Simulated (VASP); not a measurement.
# BiTe (P-3m1) in VASP: a series of runs

Runs on BiTe. Level: PBE. Tasks: single point.

Program: VASP 6.6.1. These are calculated values, not measurements. Logs are shortened: lines on timing, memory, paths and dates and some standing lists are left out, and cuts for length are marked.

## Step 1: The cell of the first run

Symmetry: P-3m1, No. 164, trigonal system. Conventional cell: a = 4.451 Å, b = 4.451 Å, c = 24.209 Å, α = 90.00°, β = 90.00°, γ = 120.00°. Within 4.1 Å of Bi (site symmetry 3m) lie 6 Te at 3.08 to 3.27 Å. Within 4.1 Å of Bi (site symmetry 3m) lie 6 Te at 3.09 to 3.25 Å. Bi (site symmetry 3m) has 3 Bi at 3.07 Å and 3 Te at 3.58 Å within 4.0 Å. Te (site symmetry 3m) has 3 Bi at 3.08 Å and 3 Te at 3.70 Å within 4.1 Å. Te (site symmetry 3m) has 6 Bi at 3.25 to 3.27 Å and 12 Te at 4.45 to 4.53 Å within 4.6 Å. Within 4.1 Å of Te (site symmetry 3m) lie 6 Bi at 3.09 to 3.58 Å.

## Step 2: Single point, PBE (34.62 Å³/atom)

The input, INCAR:

```
ALGO = Normal
EDIFF = 1E-6
ENCUT = 520
GGA = PE
ISIF = 2
ISMEAR = -1
KPAR = 4
LASPH = True
LCHARG = False
LREAL = False
LWAVE = False
NBANDS = 75
NELM = 80
PREC = Accurate
SIGMA = 0.05
```

The input, KPOINTS:

```
k-points
0
Gamma
  11 11 2
```

The input, POSCAR:

```
BiTe
1.0
    4.4512837319      0.0000000000      0.0000000000
   -2.2256418659      3.8549247913      0.0000000000
    0.0000000000      0.0000000000     24.2092761649
Bi Te
6 6
Direct
    0.0000000000      0.0000000000      0.1253617123
    0.0000000000      0.0000000000      0.8746382877
    0.3333333333      0.6666666667      0.2912293541
    0.6666666667      0.3333333333      0.7087706459
    0.6666666667      0.3333333333      0.4653328720
    0.3333333333      0.6666666667      0.5346671280
    0.3333333333      0.6666666667      0.0549645881
    0.6666666667      0.3333333333      0.9450354119
    0.6666666667      0.3333333333      0.2088302406
    0.3333333333      0.6666666667      0.7911697594
    0.0000000000      0.0000000000      0.3624426833
    0.0000000000      0.0000000000      0.6375573167
```

Potentials or basis: VASP PAW PBE potentials, release 64 (Bi_d, Te).

On the command line:

```console
cat potpaw_PBE.64/Bi_d/POTCAR potpaw_PBE.64/Te/POTCAR > POTCAR
mpirun -np 4 vasp_std > vasp.out
```

OUTCAR:

```text
EDIFF = 1E-6
   ENCUT = 520
   GGA = PE
   ISIF = 2
   ISMEAR = -1
   LASPH = True
   LREAL = False
   NELM = 80
   PREC = Accurate

 ion  position               nearest neighbor table
   1  0.000  0.000  0.125-   7 3.08   7 3.08   7 3.08   9 3.27   9 3.27   9 3.27
   2  0.000  0.000  0.875-   8 3.08   8 3.08   8 3.08  10 3.27  10 3.27  10 3.27
   3  0.333  0.667  0.291-  11 3.09  11 3.09  11 3.09   9 3.25   9 3.25   9 3.25
   4  0.667  0.333  0.709-  12 3.09  12 3.09  12 3.09  10 3.25  10 3.25  10 3.25
   5  0.667  0.333  0.465-   6 3.07   6 3.07   6 3.07  11 3.58  11 3.58  11 3.58
   6  0.333  0.667  0.535-   5 3.07   5 3.07   5 3.07  12 3.58  12 3.58  12 3.58
   7  0.333  0.667  0.055-   1 3.08   1 3.08   1 3.08
   8  0.667  0.333  0.945-   2 3.08   2 3.08   2 3.08
   9  0.667  0.333  0.209-   3 3.25   3 3.25   3 3.25   1 3.27   1 3.27   1 3.27
  10  0.333  0.667  0.791-   4 3.25   4 3.25   4 3.25   2 3.27   2 3.27   2 3.27
  11  0.000  0.000  0.362-   3 3.09   3 3.09   3 3.09   5 3.58   5 3.58   5 3.58
  12  0.000  0.000  0.638-   4 3.09   4 3.09   4 3.09   6 3.58   6 3.58   6 3.58

  LATTYP: Found a hexagonal cell.
 ALAT       =     4.4512837319
 C/A-ratio  =     5.4387178223

  Lattice vectors:

 A1 = (   4.4512837319,   0.0000000000,   0.0000000000)
 A2 = (  -2.2256418659,   3.8549247913,   0.0000000000)
 A3 = (   0.0000000000,   0.0000000000,  24.2092761649)

Analysis of symmetry for initial positions (statically):
=====================================================================
 Subroutine PRICEL returns:
 Original cell was already a primitive cell.

 Routine SETGRP: Setting up the symmetry group for a
 hexagonal supercell.

 Subroutine GETGRP returns: Found 12 space group operations
 (whereof 12 operations were pure point group operations)
 out of a pool of 24 trial point group operations.

The static configuration has the point symmetry D_3d.

Analysis of symmetry for dynamics (positions and initial velocities):
=====================================================================
 Subroutine PRICEL returns:
 Original cell was already a primitive cell.

 Routine SETGRP: Setting up the symmetry group for a
 hexagonal supercell.

 Subroutine GETGRP returns: Found 12 space group operations
 (whereof 12 operations were pure point group operations)
 out of a pool of 24 trial point group operations.

The dynamic configuration has the point symmetry D_3d.

 Subroutine INISYM returns: Found 12 space group operations
 (whereof 12 operations are pure point group operations),
 and found     1 'primitive' translations

----------------------------------------------------------------------------------------

                                     Primitive cell

  volume of cell :     415.4158

  direct lattice vectors                    reciprocal lattice vectors
     4.451283732  0.000000000  0.000000000     0.224654293  0.129704217  0.000000000
    -2.225641866  3.854924791  0.000000000     0.000000000  0.259408433  0.000000000
     0.000000000  0.000000000 24.209276165     0.000000000  0.000000000  0.041306481

  length of vectors
     4.451283732  4.451283732 24.209276165     0.259408433  0.259408433  0.041306481

  position of ions in fractional coordinates (direct lattice)
     0.000000000  0.000000000  0.125361712
     0.000000000  0.000000000  0.874638288
     0.333333333  0.666666667  0.291229354
     0.666666667  0.333333333  0.708770646
     0.666666667  0.333333333  0.465332872
     0.333333333  0.666666667  0.534667128
     0.333333333  0.666666667  0.054964588
     0.666666667  0.333333333  0.945035412
     0.666666667  0.333333333  0.208830241
     0.333333333  0.666666667  0.791169759
     0.000000000  0.000000000  0.362442683
     0.000000000  0.000000000  0.637557317

  ion indices of the primitive-cell ions
   primitive index   ion index
                 1           1
                 2           2
                 3           3
                 4           4
                 5           5
                 6           6
                 7           7
                 8           8
                 9           9
                10          10
                11          11
                12          12

----------------------------------------------------------------------------------------

 KPOINTS: k-points

Automatic generation of k-mesh.
 Grid dimensions read from file:
 generate k-points for:   11   11    2

 Generating k-lattice:

  Cartesian coordinates                     Fractional coordinates (reciprocal lattice)
     0.020423118  0.011791292  0.000000000     0.090909091  0.000000000  0.000000000
     0.000000000  0.023582585  0.000000000     0.000000000  0.090909091  0.000000000
     0.000000000  0.000000000  0.020653240     0.000000000  0.000000000  0.500000000

  Length of vectors
     0.023582585  0.023582585  0.020653240

  Shift w.r.t. Gamma in fractional coordinates (k-lattice)
     0.000000000  0.000000000  0.000000000

 Subroutine IBZKPT returns following result:
 ===========================================

 Found     32 irreducible k-points:

 Following reciprocal coordinates:
            Coordinates               Weight
  0.000000  0.000000  0.000000      1.000000
  0.090909 -0.000000  0.000000      6.000000
  0.181818  0.000000  0.000000      6.000000
  0.272727  0.000000  0.000000      6.000000
  0.363636 -0.000000  0.000000      6.000000
  0.454545  0.000000  0.000000      6.000000
[... 16 lines left out ...]
  0.090909  0.090909  0.500000      6.000000
  0.181818  0.090909  0.500000     12.000000
 [... further k-points ...]
   k-points           NKPTS =     32   k-points in BZ     NKDIM =     32   number of bands    NBANDS=     75
   number of dos      NEDOS =    301   number of ions     NIONS =     12
   total plane-waves  NPLWV = 233280
   dimension x,y,z NGX =    36 NGY =   36 NGZ =  180
   dimension x,y,z NGXF=    72 NGYF=   72 NGZF=  360
   ions per type =               6   6
   NGX,Y,Z   is equivalent  to a cutoff of  13.45, 13.45, 12.36 a.u.
   NGXF,Y,Z  is equivalent  to a cutoff of  26.89, 26.89, 24.72 a.u.
 SYSTEM =  unknown system
   PREC   = accura    normal or accurate (medium, high low for compatibility)
   ISTART =      0    job   : 0-new  1-cont  2-samecut
   ICHARG =      2    charge: 1-file 2-atom 10-const
   ISPIN  =      1    spin polarized calculation?
   LNONCOLLINEAR =      F non collinear calculations
   LSORBIT =      F    spin-orbit coupling
   LASPH  =      T    aspherical Exc in radial PAW
   ENCUT  =  520.0 eV  38.22 Ry    6.18 a.u.   8.28  8.28 45.01*2*pi/ulx,y,z
   NELM   =     80;   NELMIN=  2; NELMDL= -5     # of ELM steps
   EDIFF  = 0.1E-05   stopping-criterion for ELM
   LREAL  =      F    real-space projection
[... 7 lines left out ...]
   TEBEG  =    0.0;   TEEND  =   0.0 temperature during run
   PSTRESS=    0.0 pullay stress
   NELECT =     126.0000    total number of electrons
   NUPDOWN=      -1.0000    fix difference up-down
   EMIN   =  10.00;   EMAX   =-10.00  energy-range for DOS
   EFERMI =   0.00;   METHOD = LEGACY
   ISMEAR =    -1;   SIGMA  =   0.05  broadening in eV -4-tet -1-fermi 0-gaus
   EFERMI_NEDOS =   21; number of points for ismear=-14 and -15
   IALGO  =     38    algorithm
   IMIX   =      4    mixing-type and parameters
     AMIX     =   0.40;   BMIX     =  1.00
     AMIX_MAG =   1.60;   BMIX_MAG =  1.00
  volume/ion in A,a.u.               =      34.62       233.61
  Fermi-wavevector in a.u.,A,eV,Ry     =   1.099944  2.078593 16.461381  1.209877
  Thomas-Fermi vector in A             =   2.236347
   LORBIT       =      0    0 simple, 1 ext, 2 COOP (PROOUT), +10 PAW based schemes
   GGA     = PE    functional components
   LHFCALC =     F    Hartree Fock is set to
   AEXX    =    0.0000 exact exchange contribution
   IVDW    =     0    specifies the selected vdW correction
   LEPSILON=     F    determine dielectric tensor
   LRPA    =     F    only Hartree local field effects (RPA)
 non-spin polarized calculation
  energy-cutoff  :      520.00
  volume of cell :      415.42
 maximum number of plane-waves:     11232
 NGX is ok and might be reduce to    36
   NGX = 17   NGY = 17   NGZ = 91

 number of electron     126.0000024 magnetization

 Free energy of the ion-electron system (eV)
  ---------------------------------------------------
  ext. energy  EPLUGINS =         0.00000000
  ---------------------------------------------------
  free energy    TOTEN  =       -44.51484880 eV

  energy without entropy =      -44.51162926  energy(sigma->0) =      -44.51323903

 E-fermi :   6.2882     XC(G=0):  -9.2918

 val. band max:        6.2850832108   @ k =   0.0000   0.0000   0.5000
 cond. band min:       6.3670165306   @ k =   0.0000   0.0000   0.0000
 fundamental gap:      0.0819333199
 Fermi energy:         6.2882220696

 k-point     1 :       0.0000    0.0000    0.0000
  band No.  band energies     occupation
      1     -17.2159      2.00000
      2     -17.2159      2.00000
      3     -17.2159      2.00000
      4     -17.2159      2.00000
      5     -17.2085      2.00000
      6     -17.2084      2.00000
[... 67 lines left out ...]
     74       7.8018      0.00000
     75       7.8018      0.00000

 k-point     2 :       0.0909   -0.0000    0.0000
  band No.  band energies     occupation
      1     -17.2164      2.00000
      2     -17.2164      2.00000
      3     -17.2151      2.00000
      4     -17.2151      2.00000
      5     -17.2080      2.00000
      6     -17.2079      2.00000
[... 1708 lines left out ...]
 k-point    24 :       0.1818    0.0909    0.5000
  band No.  band energies     occupation
      1     -17.2190      2.00000
      2     -17.2190      2.00000
      3     -17.2127      2.00000
      4     -17.2127      2.00000
      5     -17.2073      2.00000
      6     -17.2073      2.00000
[... 67 lines left out ...]
     74       8.9267      0.00000
     75       8.9951      0.00000

 [... further k-points ...]

------------------------ aborting loop because EDIFF is reached ----------------------------------------

  FORCE on cell =-STRESS in cart. coord.  units (eV):
  Direction    XX          YY          ZZ          XY          YZ          ZX
  --------------------------------------------------------------------------------------
  -------------------------------------------------------------------------------------
  Total        3.1229011      3.1229011      3.3800923      0.0000000      0.0000000     -0.0000000
  in kB       12.0444182     12.0444182     13.0363543      0.0000000      0.0000000     -0.0000000
  external PRESSURE =      12.3750636 kB  Pullay stress =       0.0000000 kB

 VOLUME and BASIS-vectors are now :
 -----------------------------------------------------------------------------
  energy-cutoff  :      520.00
  volume of cell :      415.42
      direct lattice vectors                 reciprocal lattice vectors
     4.451283732  0.000000000  0.000000000     0.224654293  0.129704217  0.000000000
    -2.225641866  3.854924791  0.000000000     0.000000000  0.259408433  0.000000000
     0.000000000  0.000000000 24.209276165     0.000000000  0.000000000  0.041306481

 POSITION                                       TOTAL-FORCE (eV/Angst)
 -----------------------------------------------------------------------------------
      0.00000      0.00000      3.03492        -0.000000      0.000000     -0.003147
      0.00000      0.00000     21.17436        -0.000000      0.000000      0.003147
     -0.00000      2.56995      7.05045         0.000000     -0.000000     -0.002286
      2.22564      1.28497     17.15882        -0.000000      0.000000      0.002286
      2.22564      1.28497     11.26537         0.000000     -0.000000     -0.002207
     -0.00000      2.56995     12.94390         0.000000      0.000000      0.002207
     -0.00000      2.56995      1.33065         0.000000      0.000000     -0.005268
      2.22564      1.28497     22.87862        -0.000000     -0.000000      0.005268
      2.22564      1.28497      5.05563        -0.000000      0.000000     -0.000977
     -0.00000      2.56995     19.15365         0.000000     -0.000000      0.000977
      0.00000      0.00000      8.77448        -0.000000     -0.000000      0.017154
      0.00000      0.00000     15.43480        -0.000000     -0.000000     -0.017154
 -----------------------------------------------------------------------------------
    total drift:                                0.000000      0.000000      0.000000

  FREE ENERGIE OF THE ION-ELECTRON SYSTEM (eV)
  ---------------------------------------------------
  free  energy   TOTEN  =       -44.5148488001 eV

  energy  without entropy=      -44.5116292560  energy(sigma->0) =      -44.51323903
```

Run time: 5.3 min. Hardware: 4 MPI ranks of Intel Xeon Platinum 8488C (Sapphire Rapids), shared host; peak memory 1 GiB.

What came out:

| Quantity | Value |
| --- | --- |
| Free energy | -44.5148 eV |
| Pressure | 1.2 GPa |
| Largest force | 0.017 eV/Å |
| Band gap on the k mesh | 0.12 eV (least direct gap 0.19 eV) |

Forces on the atoms (eV/Å):
```
Bi   0.000  0.000 -0.003
Bi   0.000  0.000  0.003
Bi   0.000  0.000 -0.002
Bi   0.000  0.000  0.002
Bi   0.000  0.000 -0.002
Bi   0.000  0.000  0.002
Te   0.000  0.000 -0.005
Te   0.000  0.000  0.005
Te   0.000  0.000 -0.001
Te   0.000  0.000  0.001
Te   0.000  0.000  0.017
Te   0.000  0.000 -0.017
```

Levels at points of the mesh, in eV from the valence-band top:
```
           k point  band 60  band 61  band 62  band 63  band 64  band 65  band 66  band 67
(0.00, 0.00, 0.00)    -0.50    -0.33    -0.33    -0.14     0.20     0.54     0.54     0.63
(0.00, 0.00, 0.50)    -0.51    -0.32    -0.32    -0.07     0.12     0.44     0.44     0.77
```

Caveat: spin-orbit coupling is left out, which moves the levels of the heavy elements.

[end of part 1 of 2]

The gap in the log of VASP goes by the Fermi energy; the results here count the filled bands.